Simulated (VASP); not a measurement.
**Sn: relaxation of cell and atoms with r2SCAN**

Sn:

```
Sn
1.0
    -1.89465    1.89465    1.89465
     1.89465   -1.89465    1.89465
     1.89465    1.89465   -1.89465
Sn
1
Direct
  0.00000 0.00000 0.00000
```

* Program: VASP 6.6.1
* Task: relaxation of cell and atoms
* Functional: r2SCAN
* Potentials or basis: VASP PAW PBE potentials, release 64 (Sn_d)
* Cutoff: 600 eV
* k mesh: 10 × 10 × 10
* Occupations: fermi-dirac, width 0.05 eV
* Spin: no spin polarisation
* Target pressure: 2 GPa
* Dipole correction: no
* Further INCAR settings: ALGO = Normal; EDIFF = 1e-07; IBRION = 2; EDIFFG = -0.01; NSW = 60; ISIF = 3

```json
{
  "Relaxed volume": "25.83 Å³/atom",
  "Relaxed cell": "a = 3.225 Å, b = 3.225 Å, c = 3.225 Å, α = 109.47°, β = 109.47°, γ = 109.47°",
  "Space group after relaxing (to 0.05 Å)": "Im-3m (No. 229)",
  "Energy change on relaxing (the enthalpy is what falls)": "+4.9 meV/atom",
  "Ionic steps": "3",
  "Pressure after relaxing": "2.0 GPa",
  "Band gap on the k mesh": "zero (band 7 reaches 17.62 eV, above the bottom of band 8 at 6.08 eV)"
}
```

Step by step:
```csv
step,energy change (eV),largest force (eV/Å),pressure (GPa),volume (Å³)
1,0.0000,0.0000,-0.71,27.20
2,0.0110,0.0000,2.98,25.43
3,0.0049,0.0000,2.01,25.83
```

Final structure:
```
CELL_PARAMETERS angstrom
-1.86211 1.86211 1.86211
1.86211 -1.86211 1.86211
1.86211 1.86211 -1.86211
ATOMIC_POSITIONS crystal
Sn 0.00000 0.00000 0.00000
```

Levels at points of the mesh, in eV from the Fermi level:
| k point | band 3 | band 4 | band 5 | band 6 | band 7 | band 8 | band 9 | band 10 | band 11 |
| --- | --- | --- | --- | --- | --- | --- | --- | --- | --- |
| (0.00, 0.00, 0.00) | -22.31 | -22.14 | -22.14 | -12.05 | 8.96 | 8.96 | 8.96 | 13.00 | 13.00 |
| (0.50, 0.00, 0.00) | -22.15 | -22.14 | -22.03 | -6.70 | -4.97 | 3.94 | 6.05 | 8.80 | 8.87 |
| (0.50, 0.50, 0.50) | -22.06 | -22.06 | -22.06 | -1.99 | -0.65 | -0.65 | -0.65 | 4.15 | 4.15 |

Run time: 2.9 min on 1 thread of Intel Xeon 6975P-C, with other jobs on the host, peak memory 0.18 GiB.

Caveat: the cell is relaxed towards a set pressure, so the enthalpy falls and the energy may rise; the PAW data sets were made with another functional, which shifts forces and pressure a little; spin-orbit coupling is left out, which moves the levels of the heavy elements.
